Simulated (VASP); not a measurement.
# Cu in VASP: single point with PBE

Aim: the single point of Cu with PBE.

All numbers are computed with VASP 6.6.1; they aren't measurements. Logs are shortened: lines on timing, memory, paths and dates and some standing lists are left out, and cuts for length are marked.

## Step 1: The cell of the first run

The cell holds a slab with vacuum, 12 atoms: a = 5.133 Å, b = 3.630 Å, c = 23.417 Å, α = 90.00°, β = 90.00°, γ = 90.00°.

## Step 2: Single point, PBE

Input file INCAR:

```
ALGO = Normal
DIPOL = 0.5 0.5 0.499
EDIFF = 1E-6
ENCUT = 520
GGA = PE
GGA_COMPAT = F
IDIPOL = 3
ISIF = 2
ISMEAR = 0
LASPH = T
LCHARG = F
LDIPOL = T
LREAL = F
LWAVE = F
NBANDS = 78
NELM = 120
NELMDL = -8
PREC = Accurate
SIGMA = 0.1
```

Input file KPOINTS:

```
k-points
0
Gamma
  6 8 1
```

Input file POSCAR:

```
Cu
1.0
    5.1332392119      0.0000000000      0.0000000000
    0.0000000000      3.6297482562      0.0000000000
    0.0000000000      0.0000000000     23.4165490148
Cu
12
Direct
    0.2500000000      0.5000000000      0.3629911476
    0.7500000000      0.5000000000      0.3629911476
    0.5000000000      0.0000000000      0.4177946886
    0.0000000000      0.0000000000      0.4177946886
    0.7500000000      0.5000000000      0.4725982295
    0.2500000000      0.5000000000      0.4725982295
    0.0000000000      0.0000000000      0.5265464649
    0.5000000000      0.0000000000      0.5265464649
    0.2500000000      0.5000000000      0.5836371933
    0.7500000000      0.5000000000      0.5836371933
    0.5000000000      0.0000000000      0.6323756056
    0.0000000000      0.0000000000      0.6323756056
```

Potentials or basis: VASP PAW PBE potentials, release 64 (Cu).

Run with:

```sh
$ cat potpaw_PBE.64/Cu/POTCAR > POTCAR
$ mpirun -np 1 vasp_std > vasp.out
```

OUTCAR:

```text
EDIFF = 1E-6
   ENCUT = 520
   GGA = PE
   ISIF = 2
   ISMEAR = 0
   LASPH = T
   LREAL = F
   NELM = 120
   NELMDL = -8
   PREC = Accurate

 ion  position               nearest neighbor table
   1  0.250  0.500  0.363-   6 2.57   2 2.57   2 2.57   3 2.57   3 2.57   4 2.57   4 2.57
   2  0.750  0.500  0.363-   5 2.57   1 2.57   1 2.57   3 2.57   3 2.57   4 2.57   4 2.57
   3  0.500  0.000  0.418-   8 2.55   6 2.57   5 2.57   5 2.57   6 2.57   4 2.57   4 2.57   2 2.57
                             1 2.57   2 2.57   1 2.57
   4  0.000  0.000  0.418-   7 2.55   6 2.57   5 2.57   5 2.57   6 2.57   3 2.57   3 2.57   2 2.57
                             1 2.57   2 2.57   1 2.57
   5  0.750  0.500  0.473-   7 2.56   8 2.56   7 2.56   8 2.56   3 2.57   4 2.57   3 2.57   4 2.57
                             2 2.57   6 2.57   6 2.57  10 2.60
   6  0.250  0.500  0.473-   7 2.56   8 2.56   7 2.56   8 2.56   3 2.57   4 2.57   3 2.57   4 2.57
                             1 2.57   5 2.57   5 2.57   9 2.60
   7  0.000  0.000  0.527-  12 2.48   4 2.55   6 2.56   5 2.56   5 2.56   6 2.56   8 2.57   8 2.57
                             9 2.59   9 2.59  10 2.59  10 2.59
   8  0.500  0.000  0.527-  11 2.48   3 2.55   6 2.56   5 2.56   5 2.56   6 2.56   7 2.57   7 2.57
                             9 2.59   9 2.59  10 2.59  10 2.59
   9  0.250  0.500  0.584-  11 2.50  12 2.50  11 2.50  12 2.50  10 2.57  10 2.57   8 2.59   8 2.59
                             7 2.59   7 2.59   6 2.60
  10  0.750  0.500  0.584-  11 2.50  12 2.50  11 2.50  12 2.50   9 2.57   9 2.57   8 2.59   8 2.59
[... 11 lines left out ...]
 A1 = (   0.0000000000,  -3.6297482562,   0.0000000000)
 A2 = (   5.1332392119,   0.0000000000,   0.0000000000)
 A3 = (   0.0000000000,   0.0000000000,  23.4165490148)

Analysis of symmetry for initial positions (statically):
=====================================================================
 Subroutine PRICEL returns following result:

  LATTYP: Found a simple orthorhombic cell.
 ALAT       =     2.5666196060
 B/A-ratio  =     1.4142135624
 C/A-ratio  =     9.1234980675

  Lattice vectors:

 A1 = (   2.5666196060,   0.0000000000,   0.0000000000)
 A2 = (   0.0000000000,   3.6297482562,   0.0000000000)
 A3 = (   0.0000000000,   0.0000000000,  23.4165490148)

   2 primitive cells build up your supercell.

 Routine SETGRP: Setting up the symmetry group for a
 simple orthorhombic supercell.

 Subroutine GETGRP returns: Found  4 space group operations
 (whereof  4 operations were pure point group operations)
 out of a pool of  8 trial point group operations.

The static configuration has the point symmetry C_2v.

Analysis of symmetry for dynamics (positions and initial velocities):
=====================================================================
 Subroutine PRICEL returns following result:

  LATTYP: Found a simple orthorhombic cell.
 ALAT       =     2.5666196060
 B/A-ratio  =     1.4142135624
 C/A-ratio  =     9.1234980675

  Lattice vectors:

 A1 = (   2.5666196060,   0.0000000000,   0.0000000000)
 A2 = (   0.0000000000,   3.6297482562,   0.0000000000)
 A3 = (   0.0000000000,   0.0000000000,  23.4165490148)

   2 primitive cells build up your supercell.

 Routine SETGRP: Setting up the symmetry group for a
 simple orthorhombic supercell.

 Subroutine GETGRP returns: Found  4 space group operations
 (whereof  4 operations were pure point group operations)
 out of a pool of  8 trial point group operations.

The dynamic configuration has the point symmetry C_2v.

 Subroutine INISYM returns: Found  4 space group operations
 (whereof  4 operations are pure point group operations),
 and found     2 'primitive' translations

----------------------------------------------------------------------------------------

                                     Primitive cell

  volume of cell :     218.1529

  direct lattice vectors                    reciprocal lattice vectors
     2.566619606  0.000000000  0.000000000     0.389617533  0.000000000  0.000000000
     0.000000000  3.629748256  0.000000000     0.000000000  0.275501200  0.000000000
     0.000000000  0.000000000 23.416549015     0.000000000  0.000000000  0.042704841

  length of vectors
     2.566619606  3.629748256 23.416549015     0.389617533  0.275501200  0.042704841
[... 32 lines left out ...]

  Length of vectors
     0.032468128  0.034437650  0.042704841

  Shift w.r.t. Gamma in fractional coordinates (k-lattice)
     0.000000000  0.000000000  0.000000000

 Subroutine IBZKPT returns following result:
 ===========================================

 Found     20 irreducible k-points:

 Following reciprocal coordinates:
            Coordinates               Weight
  0.000000  0.000000  0.000000      1.000000
  0.166667  0.000000  0.000000      2.000000
  0.333333  0.000000  0.000000      2.000000
  0.500000  0.000000  0.000000      1.000000
  0.000000  0.125000  0.000000      2.000000
  0.166667  0.125000  0.000000      4.000000
[... 12 lines left out ...]
  0.333333  0.500000  0.000000      2.000000
  0.500000  0.500000  0.000000      1.000000
   k-points           NKPTS =     20   k-points in BZ     NKDIM =     20   number of bands    NBANDS=     78
   number of dos      NEDOS =    301   number of ions     NIONS =     12
   total plane-waves  NPLWV = 201600
   dimension x,y,z NGX =    40 NGY =   28 NGZ =  180
   dimension x,y,z NGXF=    80 NGYF=   56 NGZF=  360
   ions per type =              12
   NGX,Y,Z   is equivalent  to a cutoff of  12.95, 12.82, 12.78 a.u.
   NGXF,Y,Z  is equivalent  to a cutoff of  25.91, 25.65, 25.56 a.u.
 SYSTEM =  unknown system
   PREC   = accura    normal or accurate (medium, high low for compatibility)
   ISTART =      0    job   : 0-new  1-cont  2-samecut
   ICHARG =      2    charge: 1-file 2-atom 10-const
   ISPIN  =      1    spin polarized calculation?
   LNONCOLLINEAR =      F non collinear calculations
   LSORBIT =      F    spin-orbit coupling
   LASPH  =      T    aspherical Exc in radial PAW
   ENCUT  =  520.0 eV  38.22 Ry    6.18 a.u.   9.54  6.75 43.54*2*pi/ulx,y,z
   NELM   =    120;   NELMIN=  2; NELMDL= -8     # of ELM steps
   EDIFF  = 0.1E-05   stopping-criterion for ELM
   LREAL  =      F    real-space projection
   EDIFFG = 0.1E-04   stopping-criterion for IOM
   NSW    =      0    number of steps for IOM
   IBRION =     -1    ionic relax: 0-MD 1-quasi-New 2-CG
   NFREE  =      0    steps in history (QN), initial steepest desc. (CG)
   ISIF   =      2    stress and relaxation
   ISYM   =      2    0-nonsym 1-usesym 2-fastsym
   POTIM  = 0.5000    time-step for ionic-motion
   TEBEG  =    0.0;   TEEND  =   0.0 temperature during run
   PSTRESS=    0.0 pullay stress
   NELECT =     132.0000    total number of electrons
   NUPDOWN=      -1.0000    fix difference up-down
   EMIN   =  10.00;   EMAX   =-10.00  energy-range for DOS
   EFERMI =   0.00;   METHOD = LEGACY
   ISMEAR =     0;   SIGMA  =   0.10  broadening in eV -4-tet -1-fermi 0-gaus
   EFERMI_NEDOS =   21; number of points for ismear=-14 and -15
   IALGO  =     38    algorithm
   IMIX   =      4    mixing-type and parameters
     AMIX     =   0.40;   BMIX     =  1.00
     AMIX_MAG =   1.60;   BMIX_MAG =  1.00
  volume/ion in A,a.u.               =      36.36       245.36
  Fermi-wavevector in a.u.,A,eV,Ry     =   1.099012  2.076832 16.433495  1.207828
  Thomas-Fermi vector in A             =   2.235399
   LORBIT       =      0    0 simple, 1 ext, 2 COOP (PROOUT), +10 PAW based schemes
   GGA     = PE    functional components
   LHFCALC =     F    Hartree Fock is set to
   AEXX    =    0.0000 exact exchange contribution
   IVDW    =     0    specifies the selected vdW correction
   LEPSILON=     F    determine dielectric tensor
   LRPA    =     F    only Hartree local field effects (RPA)
 non-spin polarized calculation
 Gauss-broadening in eV      SIGMA  =   0.10
  energy-cutoff  :      520.00
  volume of cell :      436.31
 maximum number of plane-waves:     11806
 NGX is ok and might be reduce to    40
   NGX = 19   NGY = 13   NGZ = 87

 dipolmoment           0.000000      0.000000     -0.001328 electrons x Angstroem

 number of electron     131.9999853 magnetization

 dipolmoment           0.000000      0.000000      0.003253 electrons x Angstroem

 Free energy of the ion-electron system (eV)
  ---------------------------------------------------
  ext. energy  EPLUGINS =         0.00000000
  ---------------------------------------------------
  free energy    TOTEN  =       -41.08299859 eV

  energy without entropy =      -41.06176246  energy(sigma->0) =      -41.07238052

 E-fermi :  -0.4624     XC(G=0):  -5.0137

 val. band max:       -0.4699249825   @ k =   0.0000   0.2500   0.0000
 cond. band min:      -0.4503949350   @ k =   0.0000   0.2500   0.0000
 fundamental gap:      0.0195300475
 Fermi energy:        -0.4623603590

 k-point     1 :       0.0000    0.0000    0.0000
  band No.  band energies     occupation
      1      -9.1616      2.00000
      2      -7.6596      2.00000
      3      -5.6870      2.00000
      4      -5.1453      2.00000
      5      -5.0746      2.00000
      6      -4.9951      2.00000
[... 1609 lines left out ...]
     77       6.0482      0.00000
     78       6.0489      0.00000

------------------------ aborting loop because EDIFF is reached ----------------------------------------

 vacuum level on the upper side and lower side of the slab       (xc-potential included)        -0.110        -0.144

  FORCE on cell =-STRESS in cart. coord.  units (eV):
  Direction    XX          YY          ZZ          XY          YZ          ZX
  --------------------------------------------------------------------------------------
  -------------------------------------------------------------------------------------
  Total       -3.3366393     -2.3402719     -0.7823052      0.0000000      0.0000000      0.0000000
  in kB      -12.2526195     -8.5938148     -2.8727371      0.0000000      0.0000000      0.0000000
  external PRESSURE =      -7.9063904 kB  Pullay stress =       0.0000000 kB

 VOLUME and BASIS-vectors are now :
 -----------------------------------------------------------------------------
  energy-cutoff  :      520.00
  volume of cell :      436.31
      direct lattice vectors                 reciprocal lattice vectors
     5.133239212  0.000000000  0.000000000     0.194808767  0.000000000  0.000000000
     0.000000000  3.629748256  0.000000000     0.000000000  0.275501200  0.000000000
     0.000000000  0.000000000 23.416549015     0.000000000  0.000000000  0.042704841

 POSITION                                       TOTAL-FORCE (eV/Angst)
 -----------------------------------------------------------------------------------
      1.28331      1.81487      8.50000         0.000000      0.000000      0.403983
      3.84993      1.81487      8.50000         0.000000      0.000000      0.403983
      2.56662      0.00000      9.78331        -0.000000     -0.000000     -0.405239
      0.00000      0.00000      9.78331        -0.000000     -0.000000     -0.405239
      3.84993      1.81487     11.06662         0.000000     -0.000000     -0.032476
      1.28331      1.81487     11.06662         0.000000     -0.000000     -0.032476
      0.00000      0.00000     12.32990         0.000000     -0.000000     -0.018749
      2.56662      0.00000     12.32990        -0.000000     -0.000000     -0.018749
      1.28331      1.81487     13.66677         0.000000     -0.000000      0.000202
      3.84993      1.81487     13.66677        -0.000000     -0.000000      0.000202
      2.56662      0.00000     14.80805         0.000000     -0.000000      0.052278
      0.00000      0.00000     14.80805         0.000000     -0.000000      0.052278
 -----------------------------------------------------------------------------------
    total drift:                               -0.000000      0.000000      0.000923

  FREE ENERGIE OF THE ION-ELECTRON SYSTEM (eV)
  ---------------------------------------------------
  free  energy   TOTEN  =       -41.0829985895 eV

  energy  without entropy=      -41.0617624556  energy(sigma->0) =      -41.07238052

 vacuum level on the upper side and lower side of the slab         3.837         3.801
```

Wall time 38 min (1 thread of Oxide Virtual Turin-like, shared host); peak memory 0.72 GiB.

What came out:

- Free energy: -41.0830 eV
- Largest force: 0.405 eV/Å
- Band gap on the k mesh: zero (bands 66 and 67 overlap by 0.44 eV)

Forces in eV/Å, atoms in the order of the input:
```
Cu   0.000  0.000  0.404
Cu   0.000  0.000  0.404
Cu   0.000  0.000 -0.405
Cu   0.000  0.000 -0.405
Cu   0.000  0.000 -0.032
Cu   0.000  0.000 -0.032
Cu   0.000  0.000 -0.019
Cu   0.000  0.000 -0.019
Cu   0.000  0.000  0.000
Cu   0.000  0.000  0.000
Cu   0.000  0.000  0.052
Cu   0.000  0.000  0.052
```
